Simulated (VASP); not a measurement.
# MgO (P6_3mc) in VASP: a series of runs, part 2 of 2

VASP 6.6.1.

**4. Single point, PBEsol**

This run uses another cell than the first one, of 11.49 Å³/atom, 1.058 times its volume.

The input, INCAR:

```
SYSTEM = MgO
ALGO = Normal
EDIFF = 1E-6
ENCUT = 520
GGA = PS
ISIF = 2
ISMEAR = 0
LASPH = .TRUE.
LCHARG = .FALSE.
LREAL = .FALSE.
LWAVE = .FALSE.
NBANDS = 16
NELM = 80
PREC = Accurate
SIGMA = 0.01
```

The input, KPOINTS:

```
k-points
0
G
  12 12 4
  0 0 0
```

The input, POSCAR:

```
MgO
1.0
    3.2781191408      0.0000000000      0.0000000000
   -1.6390595655      2.8389344490      0.0000000000
    0.0000000000      0.0000000000      4.9381897408
Mg O
2 2
Direct
    0.3333333333      0.6666666667      0.0021597400
    0.6666666667      0.3333333333      0.5021597400
    0.3333333333      0.6666666667      0.4024402600
    0.6666666667      0.3333333333      0.9024402600
```

Potentials or basis: VASP PAW PBE potentials, release 64 (Mg, O).

Launch:

```console
$ cat potpaw_PBE.64/Mg/POTCAR potpaw_PBE.64/O/POTCAR > POTCAR
$ mpirun -np 1 vasp_std > vasp.out
```

OUTCAR:

```text
SYSTEM = MgO
   EDIFF = 1E-6
   ENCUT = 520
   GGA = PS
   ISIF = 2
   ISMEAR = 0
   LASPH = .TRUE.
   LREAL = .FALSE.
   NELM = 80
   PREC = Accurate

 ion  position               nearest neighbor table
   1  0.333  0.667  0.002-   4 1.96   4 1.96   4 1.96   3 1.98   2 3.11   2 3.11   2 3.11   2 3.11
                             2 3.11   2 3.11
   2  0.667  0.333  0.502-   3 1.96   3 1.96   3 1.96   4 1.98   1 3.11   1 3.11   1 3.11   1 3.11
                             1 3.11   1 3.11
   3  0.333  0.667  0.402-   2 1.96   2 1.96   2 1.96   1 1.98
   4  0.667  0.333  0.902-   1 1.96   1 1.96   1 1.96   2 1.98

  LATTYP: Found a hexagonal cell.
 ALAT       =     3.2781191408
 C/A-ratio  =     1.5064094771

  Lattice vectors:

 A1 = (   3.2781191408,   0.0000000000,   0.0000000000)
 A2 = (  -1.6390595655,   2.8389344490,   0.0000000000)
 A3 = (   0.0000000000,   0.0000000000,   4.9381897408)

Analysis of symmetry for initial positions (statically):
=====================================================================
 Subroutine PRICEL returns:
 Original cell was already a primitive cell.

 Routine SETGRP: Setting up the symmetry group for a
 hexagonal supercell.

 Subroutine GETGRP returns: Found 12 space group operations
 (whereof  6 operations were pure point group operations)
 out of a pool of 24 trial point group operations.

The static configuration has the point symmetry C_3v.
 The point group associated with its full space group is C_6v.

Analysis of symmetry for dynamics (positions and initial velocities):
=====================================================================
 Subroutine PRICEL returns:
 Original cell was already a primitive cell.

 Routine SETGRP: Setting up the symmetry group for a
 hexagonal supercell.

[... 120 lines left out ...]
   NELECT =      16.0000    total number of electrons
   NUPDOWN=      -1.0000    fix difference up-down
   EMIN   =  10.00;   EMAX   =-10.00  energy-range for DOS
   EFERMI =   0.00;   METHOD = LEGACY
   ISMEAR =     0;   SIGMA  =   0.01  broadening in eV -4-tet -1-fermi 0-gaus
   EFERMI_NEDOS =   21; number of points for ismear=-14 and -15
   IALGO  =     38    algorithm
   IMIX   =      4    mixing-type and parameters
     AMIX     =   0.40;   BMIX     =  1.00
     AMIX_MAG =   1.60;   BMIX_MAG =  1.00
  volume/ion in A,a.u.               =      11.49        77.53
  Fermi-wavevector in a.u.,A,eV,Ry     =   1.151681  2.176362 18.046347  1.326369
  Thomas-Fermi vector in A             =   2.288337
   LORBIT       =      0    0 simple, 1 ext, 2 COOP (PROOUT), +10 PAW based schemes
   GGA     = PS    functional components
   LHFCALC =     F    Hartree Fock is set to
   AEXX    =    0.0000 exact exchange contribution
   IVDW    =     0    specifies the selected vdW correction
   LEPSILON=     F    determine dielectric tensor
   LRPA    =     F    only Hartree local field effects (RPA)
 non-spin polarized calculation
 Gauss-broadening in eV      SIGMA  =   0.01
  energy-cutoff  :      520.00
  volume of cell :       45.96
 maximum number of plane-waves:      1263
   NGX = 13   NGY = 13   NGZ = 19

 number of electron      16.0000010 magnetization

 Free energy of the ion-electron system (eV)
  ---------------------------------------------------
  ext. energy  EPLUGINS =         0.00000000
  ---------------------------------------------------
  free energy    TOTEN  =       -24.53469131 eV

  energy without entropy =      -24.53469131  energy(sigma->0) =      -24.53469131

 E-fermi :   1.2908     XC(G=0): -10.0990

 val. band max:        1.1836119643   @ k =   0.0000   0.0000   0.0000
 cond. band min:       4.6752806458   @ k =   0.0000   0.0000   0.0000
 fundamental gap:      3.4916686816
 Fermi energy:         1.2908186443

 k-point     1 :       0.0000    0.0000    0.0000
  band No.  band energies     occupation
      1     -15.1056      2.00000
      2     -14.2267      2.00000
      3      -2.2383      2.00000
      4       0.3712      2.00000
      5       0.3712      2.00000
      6       0.7207      2.00000
[... 433 lines left out ...]
      3      -1.8229      2.00000
      4      -1.3519      2.00000
      5      -0.3692      2.00000
      6       0.0379      2.00000
[... 8 lines left out ...]
     15      15.8074      0.00000
     16      16.8057      0.00000

 [... further k-points ...]
[... 5 lines left out ...]
  --------------------------------------------------------------------------------------
  -------------------------------------------------------------------------------------
  Total        1.0806057      1.0806057      0.9351606      0.0000000      0.0000000      0.0000000
  in kB       37.6729800     37.6729799     32.6023514      0.0000001      0.0000000      0.0000000
  external PRESSURE =      35.9827704 kB  Pullay stress =       0.0000000 kB

 VOLUME and BASIS-vectors are now :
 -----------------------------------------------------------------------------
  energy-cutoff  :      520.00
  volume of cell :       45.96
      direct lattice vectors                 reciprocal lattice vectors
     3.278119141  0.000000000  0.000000000     0.305052976  0.176122418  0.000000000
    -1.639059565  2.838934449  0.000000000     0.000000000  0.352244836  0.000000000
     0.000000000  0.000000000  4.938189741     0.000000000  0.000000000  0.202503357

 POSITION                                       TOTAL-FORCE (eV/Angst)
 -----------------------------------------------------------------------------------
      0.00000      1.89262      0.01067        -0.000000      0.000000     -0.017948
      1.63906      0.94631      2.47976         0.000000     -0.000000     -0.017948
      0.00000      1.89262      1.98733         0.000000     -0.000000      0.017948
      1.63906      0.94631      4.45642        -0.000000      0.000000      0.017948
 -----------------------------------------------------------------------------------
    total drift:                               -0.000000     -0.000000     -0.000009

  FREE ENERGIE OF THE ION-ELECTRON SYSTEM (eV)
  ---------------------------------------------------
  free  energy   TOTEN  =       -24.5346913139 eV

  energy  without entropy=      -24.5346913139  energy(sigma->0) =      -24.53469131
```

Wall time 13 s (1 thread of Intel Xeon 6975P-C (Granite Rapids), shared host); peak memory 0.18 GiB.

What came out:

| Item | Value |
| --- | --- |
| Free energy | -24.5347 eV |
| Pressure | 3.6 GPa |
| Largest force | 0.018 eV/Å |
| Band gap on the k mesh | 3.49 eV, direct |

Forces on the atoms (eV/Å):
```
Mg   0.000  0.000 -0.018
Mg   0.000  0.000 -0.018
O    0.000  0.000  0.018
O    0.000  0.000  0.018
```

Caveat: the PAW data sets were made with another functional, which shifts forces and pressure a little. A k mesh can miss the band edges.

**5. Single point, PBEsol**

This run uses another cell than the first one, of 11.80 Å³/atom, 1.087 times its volume.

The input, INCAR:

```
SYSTEM = MgO
PREC     = Accurate       ! precision mode
ENCUT    = 520            ! plane-wave cutoff, eV
EDIFF    = 1E-7           ! SCF threshold, eV
ISMEAR   = 0              ! smearing method
SIGMA    = 0.01           ! smearing width, eV
LREAL    = .False.        ! projectors in reciprocal space
LASPH    = .True.         ! aspherical terms in the spheres
NELM     = 80             ! most SCF steps
ALGO     = Normal         ! electronic algorithm
ISIF     = 2              ! what is computed and relaxed
LWAVE    = .False.        ! write WAVECAR
LCHARG   = .True.         ! write CHGCAR
GGA      = PS             ! functional
LELF     = .True.         ! ELF
LVHAR    = .True.       
NBANDS   = 16             ! bands
```

The input, KPOINTS:

```
regular mesh
0
Gamma
  12 12 4
  0 0 0
```

The input, POSCAR:

```
MgO
1.0
    3.3077869900      0.0000000000      0.0000000000
   -1.6538934900      2.8646275600      0.0000000000
    0.0000000000      0.0000000000      4.9828816700
Mg O
2 2
Direct
    0.3333333333      0.6666666667      0.0021597400
    0.6666666667      0.3333333333      0.5021597400
    0.3333333333      0.6666666667      0.4024402600
    0.6666666667      0.3333333333      0.9024402600
```

Potentials or basis: VASP PAW PBE potentials, release 64 (Mg, O).

Launch:

```console
$ cat potpaw_PBE.64/Mg/POTCAR potpaw_PBE.64/O/POTCAR > POTCAR
$ mpirun -np 1 vasp_std > vasp.out
```

OUTCAR:

```text
SYSTEM = MgO
   PREC = Accurate
   ENCUT = 520
   EDIFF = 1E-7
   ISMEAR = 0
   LREAL = .False.
   LASPH = .True.
   NELM = 80
   ISIF = 2
   GGA = PS

 ion  position               nearest neighbor table
   1  0.333  0.667  0.002-   4 1.97   4 1.97   4 1.97   3 1.99   2 3.14   2 3.14   2 3.14   2 3.14
                             2 3.14   2 3.14
   2  0.667  0.333  0.502-   3 1.97   3 1.97   3 1.97   4 1.99   1 3.14   1 3.14   1 3.14   1 3.14
                             1 3.14   1 3.14
   3  0.333  0.667  0.402-   2 1.97   2 1.97   2 1.97   1 1.99
   4  0.667  0.333  0.902-   1 1.97   1 1.97   1 1.97   2 1.99

  LATTYP: Found a hexagonal cell.
 ALAT       =     3.3077869900
 C/A-ratio  =     1.5064094771

  Lattice vectors:

 A1 = (   3.3077869900,   0.0000000000,   0.0000000000)
 A2 = (  -1.6538934900,   2.8646275600,   0.0000000000)
 A3 = (   0.0000000000,   0.0000000000,   4.9828816700)

Analysis of symmetry for initial positions (statically):
=====================================================================
 Subroutine PRICEL returns:
 Original cell was already a primitive cell.

[... 180 lines left out ...]
 fundamental gap:      3.3439943361
 Fermi energy:         1.1307069810

 k-point     1 :       0.0000    0.0000    0.0000
  band No.  band energies     occupation
      1     -15.1653      2.00000
      2     -14.3339      2.00000
      3      -2.3037      2.00000
      4       0.2374      2.00000
      5       0.2374      2.00000
      6       0.5827      2.00000
[... 433 lines left out ...]
      3      -1.9035      2.00000
      4      -1.4475      2.00000
      5      -0.4839      2.00000
      6      -0.0899      2.00000
[... 8 lines left out ...]
     15      15.4664      0.00000
     16      16.3795      0.00000

 [... further k-points ...]

------------------------ aborting loop because EDIFF is reached ----------------------------------------

  FORCE on cell =-STRESS in cart. coord.  units (eV):
  Direction    XX          YY          ZZ          XY          YZ          ZX
  --------------------------------------------------------------------------------------
  -------------------------------------------------------------------------------------
  Total        0.0142333      0.0142333      0.0293037      0.0000000      0.0000000      0.0000000
  in kB        0.4829817      0.4829817      0.9943679      0.0000000      0.0000000      0.0000000
  external PRESSURE =       0.6534438 kB  Pullay stress =       0.0000000 kB

 VOLUME and BASIS-vectors are now :
 -----------------------------------------------------------------------------
  energy-cutoff  :      520.00
  volume of cell :       47.22
      direct lattice vectors                 reciprocal lattice vectors
     3.307786990  0.000000000  0.000000000     0.302316928  0.174542759  0.000000000
    -1.653893490  2.864627560  0.000000000     0.000000000  0.349085520  0.000000000
     0.000000000  0.000000000  4.982881670     0.000000000  0.000000000  0.200687086

 POSITION                                       TOTAL-FORCE (eV/Angst)
 -----------------------------------------------------------------------------------
      0.00000      1.90975      0.01076         0.000000      0.000000      0.009540
      1.65389      0.95488      2.50220        -0.000000     -0.000000      0.009540
      0.00000      1.90975      2.00531         0.000000      0.000000     -0.009540
      1.65389      0.95488      4.49675        -0.000000     -0.000000     -0.009540
 -----------------------------------------------------------------------------------
    total drift:                               -0.000000     -0.000000      0.001085

  FREE ENERGIE OF THE ION-ELECTRON SYSTEM (eV)
  ---------------------------------------------------
  free  energy   TOTEN  =       -24.5501374473 eV

  energy  without entropy=      -24.5501374473  energy(sigma->0) =      -24.55013745
```

OSZICAR:

```text
N       E                     dE             d eps       ncg     rms          rms(c)
DAV:   1     0.591443909638E+02    0.59144E+02   -0.74939E+03  1824   0.884E+02
DAV:   2    -0.244559424049E+02   -0.83600E+02   -0.77433E+02  2480   0.196E+02
DAV:   3    -0.283998168940E+02   -0.39439E+01   -0.39346E+01  2088   0.441E+01
DAV:   4    -0.284158102669E+02   -0.15993E-01   -0.15993E-01  2168   0.328E+00
DAV:   5    -0.284158904258E+02   -0.80159E-04   -0.80159E-04  2112   0.222E-01    0.109E+01
DAV:   6    -0.246548986736E+02    0.37610E+01   -0.10645E+01  1824   0.244E+01    0.381E+00
DAV:   7    -0.245806199182E+02    0.74279E-01   -0.16740E-01  1824   0.326E+00    0.215E+00
DAV:   8    -0.245520757547E+02    0.28544E-01   -0.92226E-02  1944   0.326E+00    0.488E-01
DAV:   9    -0.245498039694E+02    0.22718E-02   -0.32803E-03  2248   0.511E-01    0.167E-01
DAV:  10    -0.245501315797E+02   -0.32761E-03   -0.70789E-04  1872   0.187E-01    0.141E-02
DAV:  11    -0.245501382627E+02   -0.66830E-05   -0.15573E-05  2288   0.265E-02    0.145E-02
DAV:  12    -0.245501374768E+02    0.78588E-06   -0.32361E-06  1864   0.160E-02    0.254E-03
DAV:  13    -0.245501374473E+02    0.29499E-07   -0.13196E-07  1840   0.315E-03
   1 F= -.24550137E+02 E0= -.24550137E+02  d E =-.271508E-46
```

stdout:

```text
POSCAR found type information on POSCAR MgO
 POSCAR found :  2 types and       4 ions
 scaLAPACK will be used
 -----------------------------------------------------------------------------
|                                                                             |
|                                                                             |
|     You enforced a specific xc type in the INCAR file but a different       |
|     I HOPE YOU KNOW WHAT YOU ARE DOING!                                     |
|                                                                             |
 -----------------------------------------------------------------------------

 LDA part: xc-table for (Slater+PW92), standard interpolation
 POSCAR, INCAR and KPOINTS ok, starting setup
 FFT: planning ... GRIDC
 FFT: planning ... GRID_SOFT
 FFT: planning ... GRID
 WAVECAR not read
 entering main loop
```

It took 20 s on 1 thread of Intel Xeon 6975P-C (Granite Rapids), shared host; peak memory 0.2 GiB.

What came out:

```yaml
Free_energy: -24.5501 eV
Pressure: 0.1 GPa
Largest_force: 0.010 eV/Å
Band_gap_on_the_k_mesh: 3.34 eV, direct
```

Forces in eV/Å, atoms in the order of the input:
```
Mg   0.000  0.000  0.010
Mg   0.000  0.000  0.010
O    0.000  0.000 -0.010
O    0.000  0.000 -0.010
```

Caveat: the PAW data sets were made with another functional, which shifts forces and pressure a little. PBEsol gaps usually lie below the measured ones, often by a third to a half.

**6. Single point, PBEsol**

This run uses another cell than the first one, of 12.12 Å³/atom, 1.116 times its volume.

The input, INCAR:

```
ALGO = Normal
EDIFF = 1E-6
ENCUT = 520
GGA = PS
ISIF = 2
ISMEAR = 0
LASPH = T
LCHARG = T
LELF = T
LREAL = F
LVHAR = T
LWAVE = F
NBANDS = 16
NELM = 60
PREC = Accurate
SIGMA = 0.01
```

The input, KPOINTS:

```
k-points
0
Gamma
  12 12 4
```

The input, POSCAR:

```
MgO
1.0
    3.3369319894      0.0000000000      0.0000000000
   -1.6684659897      2.8898678699      0.0000000000
    0.0000000000      0.0000000000      5.0267859734
Mg O
2 2
Direct
    0.3333333333      0.6666666667      0.0021597400
    0.6666666667      0.3333333333      0.5021597400
    0.3333333333      0.6666666667      0.4024402600
    0.6666666667      0.3333333333      0.9024402600
```

Potentials or basis: VASP PAW PBE potentials, release 64 (Mg, O).

Launch:

```console
$ cat potpaw_PBE.64/Mg/POTCAR potpaw_PBE.64/O/POTCAR > POTCAR
$ mpirun -np 1 vasp_std > vasp.out
```

Wall time 20 s (1 thread of Intel Xeon 6975P-C (Granite Rapids), shared host); peak memory 0.19 GiB.

The run converged. Its results:

```yaml
Free_energy: -24.5395 eV
Pressure: -3.0 GPa
Largest_force: 0.034 eV/Å
Band_gap_on_the_k_mesh: 3.20 eV, direct
```

Forces on the atoms (eV/Å):
```
Mg   0.000  0.000  0.034
Mg   0.000  0.000  0.034
O    0.000  0.000 -0.034
O    0.000  0.000 -0.034
```

Stress tensor (GPa, compression positive):
```
-3.20  0.00  0.00
 0.00 -3.20  0.00
 0.00  0.00 -2.67
```

Levels at points of the mesh, in eV from the valence-band top:
```csv
k point,band 6,band 7,band 8,band 9,band 10,band 11
"(0.00, 0.00, 0.00)",-0.44,-0.44,0.00,3.20,8.21,10.01
"(0.50, 0.00, 0.00)",-1.31,-0.83,-0.52,7.50,7.82,8.92
"(0.00, 0.00, 0.50)",-0.61,-0.61,-0.61,5.71,5.71,12.86
"(0.50, 0.00, 0.50)",-0.94,-0.71,-0.71,7.11,7.11,10.48
```

Caveat: the PAW data sets were made with another functional, which shifts forces and pressure a little. A k mesh can miss the band edges.

**7. Summary**

```csv
cell,gap on the mesh (eV),pressure (GPa),largest force (eV/Å)
"a = 3.217, b = 3.217, c = 4.846 Å, angles 90.0, 90.0, 120.0°, 4 atoms",3.81,12.3,0.08
"a = 3.248, b = 3.248, c = 4.893 Å, angles 90.0, 90.0, 120.0°, 4 atoms",3.65,7.7,0.05
"a = 3.278, b = 3.278, c = 4.938 Å, angles 90.0, 90.0, 120.0°, 4 atoms",3.49,3.6,0.02
"a = 3.308, b = 3.308, c = 4.983 Å, angles 90.0, 90.0, 120.0°, 4 atoms",3.34,0.1,0.01
"a = 3.337, b = 3.337, c = 5.027 Å, angles 90.0, 90.0, 120.0°, 4 atoms",3.20,-3.0,0.03
```

Alike in all rows: task single point; level PBEsol; potentials or basis VASP PAW PBE potentials, release 64 (Mg, O); no spin polarisation; k mesh 12 × 12 × 4; cutoff (eV) 520; smearing gaussian 0.01 eV.

Caveats: the PAW data sets were made with another functional, which shifts forces and pressure a little.

Absolute energies hang on the potentials; compare differences alone.
